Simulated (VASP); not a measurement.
# Si (P6_3/mmc) in VASP: further runs

The runs below take Si through relaxation of cell and atoms, single point, with LDA.

Program: VASP 6.6.1. These are calculated values, not measurements. Logs are shortened: lines on timing, memory, paths and dates and some standing lists are left out, and cuts for length are marked.

### Step 1. The cell of the first run

It takes space group P6_3/mmc (No. 194, hexagonal). The conventional cell has a = 3.330 Å, b = 3.330 Å, c = 5.654 Å, α = 90.00°, β = 90.00°, γ = 120.00°. Within 2.7 Å of Si (site symmetry 3m) lie 4 Si at 2.07 Å.

### Step 2. Relaxation of cell and atoms, LDA, target pressure 90 GPa, at which the enthalpy is minimised

File INCAR:

```
SYSTEM = Si
PREC = Accurate
ENCUT = 600
EDIFF = 1E-6
ISMEAR = 0
SIGMA = 0.1
LREAL = .FALSE.
LASPH = .TRUE.
NELM = 80
ALGO = Normal
ISIF = 3
LWAVE = .FALSE.
LCHARG = .FALSE.
GGA = CA
IBRION = 2
NSW = 70
EDIFFG = -0.008
PSTRESS = 900.0
```

File KPOINTS:

```
regular mesh
0
G
  12 12 8
  0 0 0
```

File POSCAR:

```
Si
1.0
    3.3300840651      0.0000000000      0.0000000000
   -1.6650420325      2.8839373971      0.0000000000
    0.0000000000      0.0000000000      5.6536972445
Si
4
Direct
    0.3333333333      0.6666666667      0.0669760894
    0.6666666667      0.3333333333      0.5669760894
    0.3333333333      0.6666666667      0.4330239106
    0.6666666667      0.3333333333      0.9330239106
```

Potentials or basis: VASP PAW LDA potentials, release 64 (Si).

The run is started by

```
> cat potpaw_LDA.64/Si/POTCAR > POTCAR
> mpirun -np 1 vasp_std > vasp.out
```

OUTCAR:

```text
SYSTEM = Si
   PREC = Accurate
   ENCUT = 600
   EDIFF = 1E-6
   ISMEAR = 0
   LREAL = .FALSE.
   LASPH = .TRUE.
   NELM = 80
   ISIF = 3
   GGA = CA
   IBRION = 2
   NSW = 70
   EDIFFG = -0.008
   PSTRESS = 900.0

 ion  position               nearest neighbor table
   1  0.333  0.667  0.067-   4 2.07   4 2.07   4 2.07   3 2.07
   2  0.667  0.333  0.567-   3 2.07   3 2.07   3 2.07   4 2.07
   3  0.333  0.667  0.433-   2 2.07   2 2.07   2 2.07   1 2.07
   4  0.667  0.333  0.933-   1 2.07   1 2.07   1 2.07   2 2.07

  LATTYP: Found a hexagonal cell.
 ALAT       =     3.3300840651
 C/A-ratio  =     1.6977641207

  Lattice vectors:

 A1 = (   3.3300840651,   0.0000000000,   0.0000000000)
 A2 = (  -1.6650420325,   2.8839373971,   0.0000000000)
 A3 = (   0.0000000000,   0.0000000000,   5.6536972445)

Analysis of symmetry for initial positions (statically):
=====================================================================
 Subroutine PRICEL returns:
 Original cell was already a primitive cell.

 Routine SETGRP: Setting up the symmetry group for a
 hexagonal supercell.

 Subroutine GETGRP returns: Found 24 space group operations
 (whereof 12 operations were pure point group operations)
 out of a pool of 24 trial point group operations.

The static configuration has the point symmetry D_3d.
 The point group associated with its full space group is D_6h.

Analysis of symmetry for dynamics (positions and initial velocities):
=====================================================================
 Subroutine PRICEL returns:
 Original cell was already a primitive cell.

 Routine SETGRP: Setting up the symmetry group for a
 hexagonal supercell.

 Subroutine GETGRP returns: Found 24 space group operations
 (whereof 12 operations were pure point group operations)
 out of a pool of 24 trial point group operations.

The dynamic configuration has the point symmetry D_3d.
 The point group associated with its full space group is D_6h.

 Subroutine INISYM returns: Found 24 space group operations
 (whereof 12 operations are pure point group operations),
 and found     1 'primitive' translations

----------------------------------------------------------------------------------------

                                     Primitive cell

  volume of cell :      54.2967

  direct lattice vectors                    reciprocal lattice vectors
     3.330084065  0.000000000  0.000000000     0.300292719  0.173374082  0.000000000
    -1.665042032  2.883937397  0.000000000     0.000000000  0.346748165  0.000000000
     0.000000000  0.000000000  5.653697244     0.000000000  0.000000000  0.176875407
[... 115 lines left out ...]
   AEXX    =    0.0000 exact exchange contribution
   IVDW    =     0    specifies the selected vdW correction
   LEPSILON=     F    determine dielectric tensor
   LRPA    =     F    only Hartree local field effects (RPA)
 conjugate gradient relaxation of ions
 non-spin polarized calculation
 Gauss-broadening in eV      SIGMA  =   0.10
  energy-cutoff  :      600.00
  volume of cell :       54.30
 maximum number of plane-waves:      1846
 NGX is ok and might be reduce to    28

--------------------------------------- Ionic step        1  -------------------------------------------

 number of electron      16.0000000 magnetization

 Free energy of the ion-electron system (eV)
  ---------------------------------------------------
  ext. energy  EPLUGINS =         0.00000000
  ---------------------------------------------------
  free energy    TOTEN  =       -19.57778425 eV

  energy without entropy =      -19.57422999  energy(sigma->0) =      -19.57600712

------------------------ aborting loop because EDIFF is reached ----------------------------------------

  FORCE on cell =-STRESS in cart. coord.  units (eV):
  Direction    XX          YY          ZZ          XY          YZ          ZX
  --------------------------------------------------------------------------------------
  -------------------------------------------------------------------------------------
  Total       25.0713577     25.0713577     25.6703800      0.0000000     -0.0000000      0.0000000
  in kB      739.8009104    739.8009104    757.4767465      0.0000000     -0.0000000      0.0000000
  external PRESSURE =    -154.3071442 kB  Pullay stress =     900.0000000 kB
[... 103 lines left out ...]
  energy  without entropy=      -18.4754833390  energy(sigma->0) =      -18.47706441

  enthalpy is  TOTEN    =        10.8074220938 eV   P V=       29.2860675776

[... ionic steps 4 to 49 ...]

--------------------------------------- Ionic step       50  -------------------------------------------

 number of electron      16.0000002 magnetization

------------------------ aborting loop because EDIFF is reached ----------------------------------------
[... 75 lines left out ...]
--------------------------------------- Ionic step       52  -------------------------------------------

 number of electron      16.0000002 magnetization

 Free energy of the ion-electron system (eV)
  ---------------------------------------------------
  ext. energy  EPLUGINS =         0.00000000
  ---------------------------------------------------
  free energy    TOTEN  =       -18.71391986 eV

  energy without entropy =      -18.70755234  energy(sigma->0) =      -18.71073610

 E-fermi :  16.0527     XC(G=0): -12.9080

 val. band max:       16.0511945050   @ k =   0.3333   0.1667   0.1250
 cond. band min:      16.0800469763   @ k =   0.3333   0.2500   0.2500
 fundamental gap:      0.0288524713
 Fermi energy:        16.0527246342

 k-point     1 :       0.0000    0.0000    0.0000
  band No.  band energies     occupation
      1      -2.3622      2.00000
      2      -0.8685      2.00000
      3       0.4169      2.00000
      4       5.7583      2.00000
      5       5.9522      2.00000
      6      15.2682      2.00000
      7      15.4546      2.00000
      8      25.9658      0.00000
      9      29.3213      0.00000
     10      29.3213      0.00000
     11      29.5440      0.00000
     12      29.5440      0.00000
[... 331 lines left out ...]
 k-point    24 :       0.3333   -0.0000    0.1250
  band No.  band energies     occupation
      1       1.5785      2.00000
      2       2.8469      2.00000
      3       4.4741      2.00000
      4       8.5704      2.00000
      5      10.4061      2.00000
      6      12.7324      2.00000
      7      14.3596      2.00000
      8      15.5554      2.00000
      9      17.8355      0.00000
     10      19.3327      0.00000
     11      20.4857      0.00000
     12      21.4819      0.00000

 [... further k-points ...]
[... 5 lines left out ...]
  --------------------------------------------------------------------------------------
  -------------------------------------------------------------------------------------
  Total       21.8542951     21.8542951     21.8805404      0.0000000      0.0000000     -0.0000000
  in kB      900.2159643    900.2159632    901.2970522      0.0000020      0.0000000     -0.0000000
  external PRESSURE =       0.5763266 kB  Pullay stress =     900.0000000 kB
[... 23 lines left out ...]
  energy  without entropy=      -18.7075523366  energy(sigma->0) =      -18.71073610

  enthalpy is  TOTEN    =         3.1351323116 eV   P V=       21.8490521735

 reached required accuracy - stopping structural energy minimisation
```

It took 43 min on 1 thread of AMD EPYC 7R13 (Zen 3), shared host; peak memory 0.17 GiB.

Results:

| Quantity | Value |
| --- | --- |
| Free energy | -18.7139 eV |
| Relaxed volume | 9.72 Å³/atom |
| Relaxed cell | a = 2.322 Å, b = 2.322 Å, c = 8.333 Å, α = 90.00°, β = 90.00°, γ = 120.00° |
| Space group after relaxing (to 0.05 Å) | P6_3/mmc (No. 194) |
| Energy change on relaxing (the enthalpy is what falls) | +216.0 meV/atom |
| Ionic steps | 52 |
| Pressure after relaxing | 90.1 GPa |

Step by step:
```
step  energy change (eV)  largest force (eV/Å)  pressure (GPa)  volume (Å³)
   1              0.0000                0.2001           74.57        54.30
   3              1.0991                0.2967           89.11        52.13
   5              1.2048                0.3015           90.50        51.95
   7              1.2875                0.4764           90.48        51.75
   9              1.2876                0.3488           89.93        51.71
  11              1.3306                0.1289           86.61        51.50
  13              0.9867                0.3341           62.11        49.68
  15             25.3435               16.0319          411.42        31.61
  17              1.8623                9.9306           75.51        43.32
  19              2.5835               11.2867           83.44        42.94
  21              2.7986               11.5439           87.33        42.61
  23              2.7978               11.5259           87.46        42.60
  25              2.8029               11.4492           88.15        42.57
  27              2.8171               11.4029           88.73        42.55
  29              2.7879               11.3453           88.49        42.55
  31              2.6587               11.0880           87.39        42.56
  33              2.1732               10.0630           83.21        42.57
  35              0.6948                6.4700           70.11        42.62
  37             -0.4617                0.8214           59.26        42.68
  39              0.1808                0.5514           74.67        40.66
  41              1.2649                0.2492           97.72        38.32
  43              0.9063                0.2106           90.90        38.83
  45              0.8583                0.2806           89.91        38.91
  47              0.8339                0.0056           89.46        38.95
  49              0.8598                0.0096           89.97        38.90
  51              0.8671                0.0088           90.12        38.89
  52              0.8639                0.0009           90.06        38.90
```

Final structure:
```
Si
1.0
     2.32159    0.00000    0.00000
    -1.16079    2.01055    0.00000
     0.00000    0.00000    8.33298
Si
4
Direct
  0.33333 0.66667 0.11812
  0.66667 0.33333 0.61812
  0.33333 0.66667 0.38188
  0.66667 0.33333 0.88188
```

Caveat: the cell is relaxed towards a set pressure, so the enthalpy falls and the energy may rise; the volume moved by over 15 % at a fixed basis, so the end points are rough; the bands computed are all filled at some k points, so no gap is given.

### Step 3. Single point, LDA

This run uses another cell than the first one: it holds 8 atoms, not 4.

File INCAR:

```
PREC = Accurate
ENCUT = 520
EDIFF = 1E-7
ISMEAR = 0
SIGMA = 0.03
LREAL = F
LASPH = T
NELM = 60
ALGO = Normal
ISIF = 2
LWAVE = F
LCHARG = F
GGA = CA
NBANDS = 26
```

File KPOINTS:

```
Automatic mesh
0
Gamma
  10 6 6
```

File POSCAR:

```
Si
1.0
   -3.8019755419      0.0000000000      0.0000000000
    0.0000000000      0.0000000000     -6.2891200223
    0.0000000000     -6.5852148077      0.0000000000
Si
8
Direct
    0.5000000000      0.9369667109      0.1666666667
    1.0000000000      0.9369667109      0.6666666667
    1.0000000000      0.4369667109      0.3333333333
    0.5000000000      0.4369667109      0.8333333333
    0.5000000000      0.5630332891      0.1666666667
    1.0000000000      0.5630332891      0.6666666667
    1.0000000000      0.0630332891      0.3333333333
    0.5000000000      0.0630332891      0.8333333333
```

Potentials or basis: VASP PAW LDA potentials, release 64 (Si).

The run is started by

```
> cat potpaw_LDA.64/Si/POTCAR > POTCAR
> mpirun -np 1 vasp_std > vasp.out
```

OUTCAR:

```text
PREC = Accurate
   ENCUT = 520
   EDIFF = 1E-7
   ISMEAR = 0
   LREAL = F
   LASPH = T
   NELM = 60
   ISIF = 2
   GGA = CA

 ion  position               nearest neighbor table
   1  0.500  0.937  0.167-   7 2.33   7 2.33   8 2.33   5 2.35
   2  0.000  0.937  0.667-   8 2.33   8 2.33   7 2.33   6 2.35
   3  0.000  0.437  0.333-   5 2.33   5 2.33   6 2.33   7 2.35
   4  0.500  0.437  0.833-   6 2.33   6 2.33   5 2.33   8 2.35
   5  0.500  0.563  0.167-   3 2.33   3 2.33   4 2.33   1 2.35
   6  0.000  0.563  0.667-   4 2.33   4 2.33   3 2.33   2 2.35
   7  0.000  0.063  0.333-   1 2.33   1 2.33   2 2.33   3 2.35
   8  0.500  0.063  0.833-   2 2.33   2 2.33   1 2.33   4 2.35

  LATTYP: Found a simple orthorhombic cell.
 ALAT       =     3.8019755419
 B/A-ratio  =     1.6541716150
 C/A-ratio  =     1.7320508076

  Lattice vectors:

 A1 = (  -3.8019755419,   0.0000000000,   0.0000000000)
 A2 = (   0.0000000000,   0.0000000000,  -6.2891200223)
 A3 = (   0.0000000000,  -6.5852148077,   0.0000000000)

Analysis of symmetry for initial positions (statically):
=====================================================================
[... 203 lines left out ...]
 cond. band min:       6.4782446640   @ k =   0.0000   0.0000   0.0000
 fundamental gap:      0.2690443808
 Fermi energy:         6.3292714158

 k-point     1 :       0.0000    0.0000    0.0000
  band No.  band energies     occupation
      1      -6.1445      2.00000
      2      -3.9041      2.00000
      3      -3.8040      2.00000
      4      -2.3340      2.00000
      5      -1.4750      2.00000
      6      -1.1449      2.00000
[... 685 lines left out ...]
     25      10.6811      0.00000
     26      10.6811      0.00000

 [... further k-points ...]
[... 5 lines left out ...]
  --------------------------------------------------------------------------------------
  -------------------------------------------------------------------------------------
  Total        0.0587563      0.0456165      0.0587929      0.0000000      0.0000000      0.0000000
  in kB        0.5978554      0.4641550      0.5982277      0.0000000      0.0000000      0.0000000
  external PRESSURE =       0.5534127 kB  Pullay stress =       0.0000000 kB

 VOLUME and BASIS-vectors are now :
 -----------------------------------------------------------------------------
  energy-cutoff  :      520.00
  volume of cell :      157.46
      direct lattice vectors                 reciprocal lattice vectors
    -3.801975542  0.000000000  0.000000000    -0.263021155  0.000000000  0.000000000
     0.000000000  0.000000000 -6.289120022     0.000000000  0.000000000 -0.159004757
     0.000000000 -6.585214808  0.000000000     0.000000000 -0.151855335  0.000000000

 POSITION                                       TOTAL-FORCE (eV/Angst)
 -----------------------------------------------------------------------------------
     -1.90099     -1.09754     -5.89270        -0.000000     -0.000068      0.001187
      0.00000     -4.39014     -5.89270         0.000000     -0.000068      0.001187
      0.00000     -2.19507     -2.74814         0.000000      0.000068      0.001187
     -1.90099     -5.48768     -2.74814        -0.000000      0.000068      0.001187
     -1.90099     -1.09754     -3.54098        -0.000000     -0.000068     -0.001187
      0.00000     -4.39014     -3.54098        -0.000000     -0.000068     -0.001187
      0.00000     -2.19507     -0.39642        -0.000000      0.000068     -0.001187
     -1.90099     -5.48768     -0.39642        -0.000000      0.000068     -0.001187
 -----------------------------------------------------------------------------------
    total drift:                                0.000000     -0.000000      0.000000

  FREE ENERGIE OF THE ION-ELECTRON SYSTEM (eV)
  ---------------------------------------------------
  free  energy   TOTEN  =       -47.6003721092 eV

  energy  without entropy=      -47.6003721092  energy(sigma->0) =      -47.60037211
```

OSZICAR:

```text
N       E                     dE             d eps       ncg     rms          rms(c)
DAV:   1     0.650443403960E+02    0.65044E+02   -0.12154E+04  4992   0.102E+03
DAV:   2    -0.431434775187E+02   -0.10819E+03   -0.99643E+02  6338   0.151E+02
DAV:   3    -0.485963045876E+02   -0.54528E+01   -0.53680E+01  6648   0.313E+01
DAV:   4    -0.486936898064E+02   -0.97385E-01   -0.97121E-01  6192   0.525E+00
DAV:   5    -0.486959326344E+02   -0.22428E-02   -0.22414E-02  6394   0.752E-01    0.102E+01
DAV:   6    -0.479401043234E+02    0.75583E+00   -0.35889E-01  5510   0.222E+00    0.616E+00
DAV:   7    -0.476002009601E+02    0.33990E+00   -0.70089E-01  5420   0.314E+00    0.446E-01
DAV:   8    -0.476005998143E+02   -0.39885E-03   -0.53901E-02  5786   0.101E+00    0.144E-01
DAV:   9    -0.476003014171E+02    0.29840E-03   -0.17008E-03  6340   0.185E-01    0.123E-01
DAV:  10    -0.476003764305E+02   -0.75013E-04   -0.13272E-04  5932   0.543E-02    0.703E-02
DAV:  11    -0.476003720801E+02    0.43504E-05   -0.10093E-05  6162   0.146E-02    0.571E-03
DAV:  12    -0.476003721092E+02   -0.29140E-07   -0.24805E-07  5436   0.260E-03
   1 F= -.47600372E+02 E0= -.47600372E+02  d E =-.103423E-10
```

Run time: 3.3 min. Hardware: 1 thread of Intel Xeon Platinum 8375C at 2.90GHz (Ice Lake), shared host; peak memory 0.37 GiB.

What came out:

- Free energy: -47.6004 eV
- Pressure: 0.1 GPa
- Band gap on the k mesh: 0.27 eV

A k mesh can miss the band edges.
